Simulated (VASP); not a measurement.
# Al in VASP: single point with PBEsol+D3(BJ)

Aim: the single point of Al with PBEsol+D3(BJ).

Program: VASP 6.6.1. These are calculated values, not measurements. Logs are shortened: lines on timing, memory, paths and dates and some standing lists are left out, and cuts for length are marked.

## Step 1: The cell of the first run

The cell holds a slab with vacuum, 9 atoms: a = 4.852 Å, b = 4.852 Å, c = 21.475 Å, α = 90.00°, β = 90.00°, γ = 120.00°.

## Step 2: Single point, PBEsol+D3(BJ)

Contents of INCAR:

```
SYSTEM = Al
  PREC = Accurate
  ENCUT = 400
  EDIFF = 1E-6
  ISMEAR = 1
  SIGMA = 0.1
  LREAL = .FALSE.
  LASPH = .TRUE.
  NELM = 120
  ALGO = Normal
  ISIF = 2
  LWAVE = .FALSE.
  LCHARG = .TRUE.
  LDIPOL = .TRUE.
  IDIPOL = 3
  DIPOL = 0.5 0.5 0.434
  GGA = PS
  IVDW = 12
  LELF = .TRUE.
  LVHAR = .TRUE.
  LVACPOTAV = .TRUE.
  NBANDS = 24
  GGA_COMPAT = .FALSE.
  NELMDL = -8
```

Contents of KPOINTS:

```
Automatic mesh
0
G
  9 9 1
  0 0 0
```

Contents of POSCAR:

```
Al
1.0
    4.2021567195      2.4261163132      0.0000000000
   -4.2021567195      2.4261163132      0.0000000000
    0.0000000000      0.0000000000     21.4747325593
Al
9
Direct
   -0.0000003333     -0.0000003333      0.3259644785
    0.3333333333      0.6666670000      0.3259644785
    0.6666670000      0.3333333333      0.3259644785
    0.3333333333      0.9995593627      0.4341913794
    0.6671073040      0.6671073040      0.4341913794
   -0.0004406373      0.3333333333      0.4341913794
    0.6666666667      1.0000000000      0.5423687912
    0.0000000000      0.6666666667      0.5423687912
    0.3333333333      0.3333333333      0.5421549644
```

Potentials or basis: VASP PAW PBE potentials, release 64 (Al).

The run is started by

```
$ cat potpaw_PBE.64/Al/POTCAR > POTCAR
$ mpirun -np 1 vasp_std > vasp.out
```

OUTCAR:

```text
SYSTEM = Al
   PREC = Accurate
   ENCUT = 400
   EDIFF = 1E-6
   ISMEAR = 1
   LREAL = .FALSE.
   LASPH = .TRUE.
   NELM = 120
   ISIF = 2
   GGA = PS
   IVDW = 12
   NELMDL = -8
 IVDW          = 12

 ion  position               nearest neighbor table
   1  1.000  1.000  0.326-   2 2.80   3 2.80   3 2.80   2 2.80   3 2.80   2 2.80   5 2.83   4 2.83
                             6 2.83
   2  0.333  0.667  0.326-   1 2.80   3 2.80   3 2.80   1 2.80   1 2.80   3 2.80   4 2.83   6 2.83
                             5 2.83
   3  0.667  0.333  0.326-   1 2.80   2 2.80   2 2.80   1 2.80   1 2.80   2 2.80   6 2.83   4 2.83
                             5 2.83
   4  0.333  1.000  0.434-   5 2.80   5 2.80   6 2.80   6 2.80   6 2.81   5 2.81   9 2.83   8 2.83
                             7 2.83   2 2.83   1 2.83   3 2.83
   5  0.667  0.667  0.434-   4 2.80   6 2.80   4 2.80   6 2.80   4 2.81   6 2.81   9 2.83   8 2.83
                             7 2.83   1 2.83   3 2.83   2 2.83
   6  1.000  0.333  0.434-   5 2.80   5 2.80   4 2.80   4 2.80   4 2.81   5 2.81   9 2.83   7 2.83
                             8 2.83   3 2.83   1 2.83   2 2.83
   7  0.667  0.000  0.542-   8 2.80   8 2.80   8 2.80   9 2.80   9 2.80   9 2.80   5 2.83   6 2.83
                             4 2.83
   8  0.000  0.667  0.542-   7 2.80   7 2.80   7 2.80   9 2.80   9 2.80   9 2.80   5 2.83   4 2.83
                             6 2.83
   9  0.333  0.333  0.542-   8 2.80   7 2.80   7 2.80   8 2.80   8 2.80   7 2.80   4 2.83   6 2.83
                             5 2.83

  LATTYP: Found a hexagonal cell.
 ALAT       =     4.8522326264
 C/A-ratio  =     4.4257425834

  Lattice vectors:

 A1 = (   4.2021567195,   2.4261163132,   0.0000000000)
 A2 = (  -4.2021567195,   2.4261163132,   0.0000000000)
 A3 = (   0.0000000000,   0.0000000000,  21.4747325593)

Analysis of symmetry for initial positions (statically):
=====================================================================
 Subroutine PRICEL returns:
 Original cell was already a primitive cell.

 Routine SETGRP: Setting up the symmetry group for a
 hexagonal supercell.

 Subroutine GETGRP returns: Found  6 space group operations
 (whereof  2 operations were pure point group operations)
 out of a pool of 24 trial point group operations.

The static configuration has the point symmetry C_1h.
 The point group associated with its full space group is C_3v.

Analysis of symmetry for dynamics (positions and initial velocities):
=====================================================================
 Subroutine PRICEL returns:
 Original cell was already a primitive cell.

 Routine SETGRP: Setting up the symmetry group for a
 hexagonal supercell.

 Subroutine GETGRP returns: Found  6 space group operations
 (whereof  2 operations were pure point group operations)
 out of a pool of 24 trial point group operations.

The dynamic configuration has the point symmetry C_1h.
 The point group associated with its full space group is C_3v.

 Subroutine INISYM returns: Found  6 space group operations
 (whereof  2 operations are pure point group operations),
 and found     1 'primitive' translations

----------------------------------------------------------------------------------------

                                     Primitive cell

  volume of cell :     437.8664

  direct lattice vectors                    reciprocal lattice vectors
     4.202156719  2.426116313  0.000000000     0.118986519  0.206090696  0.000000000
    -4.202156719  2.426116313  0.000000000    -0.118986519  0.206090696  0.000000000
     0.000000000  0.000000000 21.474732559     0.000000000  0.000000000  0.046566354

  length of vectors
     4.852232626  4.852232626 21.474732559     0.237973038  0.237973038  0.046566354

  position of ions in fractional coordinates (direct lattice)
     0.999999667  0.999999667  0.325964478
     0.333333333  0.666667000  0.325964478
     0.666667000  0.333333333  0.325964478
     0.333333333  0.999559363  0.434191379
     0.667107304  0.667107304  0.434191379
     0.999559363  0.333333333  0.434191379
     0.666666667  0.000000000  0.542368791
     0.000000000  0.666666667  0.542368791
     0.333333333  0.333333333  0.542154964

  ion indices of the primitive-cell ions
   primitive index   ion index
                 1           1
                 2           2
                 3           3
                 4           4
                 5           5
                 6           6
                 7           7
                 8           8
                 9           9

----------------------------------------------------------------------------------------

 KPOINTS: Automatic mesh

Automatic generation of k-mesh.
 Grid dimensions read from file:
 generate k-points for:    9    9    1

 Generating k-lattice:

  Cartesian coordinates                     Fractional coordinates (reciprocal lattice)
     0.013220724  0.022898966  0.000000000     0.111111111  0.000000000  0.000000000
    -0.013220724  0.022898966  0.000000000     0.000000000  0.111111111  0.000000000
     0.000000000  0.000000000  0.046566354     0.000000000  0.000000000  1.000000000

  Length of vectors
     0.026441449  0.026441449  0.046566354

  Shift w.r.t. Gamma in fractional coordinates (k-lattice)
     0.000000000  0.000000000  0.000000000

 Subroutine IBZKPT returns following result:
 ===========================================

 Found     12 irreducible k-points:

 Following reciprocal coordinates:
            Coordinates               Weight
  0.000000  0.000000  0.000000      1.000000
  0.111111  0.000000  0.000000      6.000000
  0.222222  0.000000  0.000000      6.000000
  0.333333  0.000000  0.000000      6.000000
  0.444444  0.000000  0.000000      6.000000
  0.111111  0.111111  0.000000      6.000000
  0.222222  0.111111  0.000000     12.000000
  0.333333  0.111111  0.000000     12.000000
  0.444444  0.111111  0.000000      6.000000
  0.222222  0.222222  0.000000      6.000000
  0.333333  0.222222  0.000000     12.000000
  0.333333  0.333333  0.000000      2.000000
   k-points           NKPTS =     12   k-points in BZ     NKDIM =     12   number of bands    NBANDS=     24
   number of dos      NEDOS =    301   number of ions     NIONS =      9
   total plane-waves  NPLWV = 143360
   dimension x,y,z NGX =    32 NGY =   32 NGZ =  140
   dimension x,y,z NGXF=    64 NGYF=   64 NGZF=  280
   ions per type =               9
   NGX,Y,Z   is equivalent  to a cutoff of  10.96, 10.96, 10.84 a.u.
   NGXF,Y,Z  is equivalent  to a cutoff of  21.93, 21.93, 21.68 a.u.
 SYSTEM =  Al
   PREC   = accura    normal or accurate (medium, high low for compatibility)
   ISTART =      0    job   : 0-new  1-cont  2-samecut
   ICHARG =      2    charge: 1-file 2-atom 10-const
   ISPIN  =      1    spin polarized calculation?
   LNONCOLLINEAR =      F non collinear calculations
   LSORBIT =      F    spin-orbit coupling
   LASPH  =      T    aspherical Exc in radial PAW
   ENCUT  =  400.0 eV  29.40 Ry    5.42 a.u.   7.91  7.91 35.02*2*pi/ulx,y,z
   NELM   =    120;   NELMIN=  2; NELMDL= -8     # of ELM steps
   EDIFF  = 0.1E-05   stopping-criterion for ELM
   LREAL  =      F    real-space projection
   EDIFFG = 0.1E-04   stopping-criterion for IOM
   NSW    =      0    number of steps for IOM
   IBRION =     -1    ionic relax: 0-MD 1-quasi-New 2-CG
   NFREE  =      0    steps in history (QN), initial steepest desc. (CG)
   ISIF   =      2    stress and relaxation
   ISYM   =      2    0-nonsym 1-usesym 2-fastsym
   POTIM  = 0.5000    time-step for ionic-motion
   TEBEG  =    0.0;   TEEND  =   0.0 temperature during run
   PSTRESS=    0.0 pullay stress
   NELECT =      27.0000    total number of electrons
   NUPDOWN=      -1.0000    fix difference up-down
   EMIN   =  10.00;   EMAX   =-10.00  energy-range for DOS
   EFERMI =   0.00;   METHOD = LEGACY
   ISMEAR =     1;   SIGMA  =   0.10  broadening in eV -4-tet -1-fermi 0-gaus
   EFERMI_NEDOS =   21; number of points for ismear=-14 and -15
   IALGO  =     38    algorithm
   IMIX   =      4    mixing-type and parameters
     AMIX     =   0.40;   BMIX     =  1.00
     AMIX_MAG =   1.60;   BMIX_MAG =  1.00
  volume/ion in A,a.u.               =      48.65       328.32
  Fermi-wavevector in a.u.,A,eV,Ry     =   0.646769  1.222215  5.691447  0.418310
  Thomas-Fermi vector in A             =   1.714859
   LORBIT       =      0    0 simple, 1 ext, 2 COOP (PROOUT), +10 PAW based schemes
   GGA     = PS    functional components
   LHFCALC =     F    Hartree Fock is set to
   AEXX    =    0.0000 exact exchange contribution
   IVDW    =    12    specifies the selected vdW correction
   LEPSILON=     F    determine dielectric tensor
   LRPA    =     F    only Hartree local field effects (RPA)
 non-spin polarized calculation
 Methfessel and Paxton  Order N= 1 SIGMA  =   0.10
  energy-cutoff  :      400.00
  volume of cell :      437.87
 maximum number of plane-waves:      8004
 NGX is ok and might be reduce to    32
   NGX = 15   NGY = 15   NGZ = 71

 dipolmoment           0.000000      0.000000     -0.000022 electrons x Angstroem

 number of electron      27.0000000 magnetization

 dipolmoment           0.000000      0.000000      0.000128 electrons x Angstroem

 Free energy of the ion-electron system (eV)
  ---------------------------------------------------
  ext. energy  EPLUGINS =         0.00000000
  ---------------------------------------------------
  free energy    TOTEN  =       -34.34715897 eV

  energy without entropy =      -34.34402221  energy(sigma->0) =      -34.34611338

 E-fermi :   0.2396     XC(G=0):  -4.2048

 val. band max:        0.1720628987   @ k =   0.3333   0.0000   0.0000
 cond. band min:       0.2529136957   @ k =   0.2222   0.0000   0.0000
 fundamental gap:      0.0808507970
 Fermi energy:         0.2395739049

 k-point     1 :       0.0000    0.0000    0.0000
  band No.  band energies     occupation
      1     -10.6758      2.00000
      2      -8.9744      2.00000
      3      -6.3097      2.00000
      4      -3.1694      2.00000
      5      -2.6608      2.00000
      6      -2.6544      2.00000
[... 16 lines left out ...]
     23       2.2157     -0.00000
     24       3.0045      0.00000

 k-point     2 :       0.1111    0.0000    0.0000
  band No.  band energies     occupation
      1     -10.5727      2.00000
      2      -8.8721      2.00000
      3      -6.2078      2.00000
      4      -4.2441      2.00000
      5      -3.4255      2.00000
      6      -3.3185      2.00000
[... 16 lines left out ...]
     23       3.1038      0.00000
     24       3.1114      0.00000

 k-point     3 :       0.2222    0.0000    0.0000
  band No.  band energies     occupation
      1     -10.2639      2.00000
      2      -8.5658      2.00000
      3      -5.9028      2.00000
      4      -5.7189      2.00000
      5      -4.0734      2.00000
      6      -4.0064      2.00000
[... 16 lines left out ...]
     23       3.3978      0.00000
     24       3.4118      0.00000
[... 190 lines left out ...]
 k-point    11 :       0.3333    0.2222    0.0000
  band No.  band energies     occupation
      1      -8.7306      2.00000
      2      -7.8193      2.00000
      3      -7.0459      2.00000
      4      -6.9147      2.00000
      5      -6.1438      2.00000
      6      -5.2509      2.00000
[... 16 lines left out ...]
     23       4.2356      0.00000
     24       4.9249      0.00000

 k-point    12 :       0.3333    0.3333    0.0000
  band No.  band energies     occupation
      1      -7.9223      2.00000
      2      -7.9223      2.00000
      3      -7.9161      2.00000
      4      -6.2445      2.00000
      5      -6.2445      2.00000
      6      -6.2421      2.00000
[... 16 lines left out ...]
     23       4.2198      0.00000
     24       4.2229      0.00000

------------------------ aborting loop because EDIFF is reached ----------------------------------------

 Edisp (eV)   -1.87149

 E8    (eV) :    -1.2980

  FORCE on cell =-STRESS in cart. coord.  units (eV):
  Direction    XX          YY          ZZ          XY          YZ          ZX
  --------------------------------------------------------------------------------------
  -------------------------------------------------------------------------------------
  Total      -2.45328    -2.45328    -0.15592     0.00000     0.00000     0.00000
  in kB      -8.97670    -8.97670    -0.57052     0.00000     0.00000     0.00000
  external pressure =       -6.17 kB  Pullay stress =        0.00 kB

 VOLUME and BASIS-vectors are now :
 -----------------------------------------------------------------------------
  energy-cutoff  :      400.00
  volume of cell :      437.87
      direct lattice vectors                 reciprocal lattice vectors
     4.202156719  2.426116313  0.000000000     0.118986519  0.206090696  0.000000000
    -4.202156719  2.426116313  0.000000000    -0.118986519  0.206090696  0.000000000
     0.000000000  0.000000000 21.474732559     0.000000000  0.000000000  0.046566354

 POSITION                                       TOTAL-FORCE (eV/Angst)
 -----------------------------------------------------------------------------------
      0.00000      4.85223      7.00000        -0.000000      0.001511      0.012263
     -1.40072      2.42612      7.00000         0.001309     -0.000756      0.012263
      1.40072      2.42612      7.00000        -0.001309     -0.000756      0.012263
     -2.79959      3.23375      9.32414        -0.011888      0.006864     -0.008084
      0.00000      3.23696      9.32414        -0.000000     -0.013727     -0.008084
      2.79959      3.23375      9.32414         0.011888      0.006864     -0.008084
      2.80144      1.61741     11.64722        -0.000000     -0.000000     -0.007035
     -2.80144      1.61741     11.64722        -0.000000      0.000000     -0.007035
      0.00000      1.61741     11.64263        -0.000000      0.000000      0.001532
 -----------------------------------------------------------------------------------
    total drift:                               -0.000000      0.000001      0.000023

  FREE ENERGIE OF THE ION-ELECTRON SYSTEM (eV)
  ---------------------------------------------------
  free  energy   TOTEN  =       -36.2186529347 eV

  energy  without entropy=      -36.2155161757  energy(sigma->0) =      -36.21760735

 vacuum level on the upper side and lower side of the slab         4.047         4.045
```

It took 1.8 min on 1 thread of Intel Xeon Platinum 8375C at 2.90GHz (Ice Lake), shared host; peak memory 0.39 GiB.

Results:

```yaml
Free_energy: -36.2187 eV
Largest_force: 0.016 eV/Å
Band_gap_on_the_k_mesh: zero (an odd number of electrons rules out a gap without spin polarisation)
Dispersion_energy_per_atom: -0.208 eV
```

Forces on the atoms (eV/Å):
```
Al   0.000  0.002  0.012
Al   0.001 -0.001  0.012
Al  -0.001 -0.001  0.012
Al  -0.012  0.007 -0.008
Al   0.000 -0.014 -0.008
Al   0.012  0.007 -0.008
Al   0.000  0.000 -0.007
Al   0.000  0.000 -0.007
Al   0.000  0.000  0.002
```

Caveat: the PAW data sets were made with another functional, which shifts forces and pressure a little.

The gap in the log of VASP goes by the Fermi energy; the results here count the filled bands.